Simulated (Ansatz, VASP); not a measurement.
Two plane-wave programs on Sn

```xyz
1
Lattice="-1.8641 1.8641 1.9573 1.8641 -1.8641 1.9573 1.8641 1.8641 -1.9573" Properties=species:S:1:pos:R:3 pbc="T T T"
Sn    0.0000    0.0000    0.0000
```

Alike in both runs: task single point; functional r2SCAN; k mesh 20 × 20 × 20; occupations gaussian, width 0.15 eV; no spin polarisation.

```csv
,VASP,Ansatz
version,VASP 6.6.1,Ansatz 0.2.0
potentials or method,"VASP PAW PBE potentials, release 64 (Sn_d), cutoff 520 eV","scalar-relativistic, plane waves, PAW"
valence electrons in the cell,14,14
```

```tsv
	VASP	Ansatz	Ansatz less VASP
gap on the k mesh at the Fermi level (eV)	none	none	-
pressure (GPa)	-0.5	-0.5	0.00
traceless stress, the component that is largest in VASP (GPa)	0.42	0.42	+0.001
```

VASP's potentials were made for PBE, not for r2SCAN. A gap of «none» marks a metal or a gap that the smearing closes.
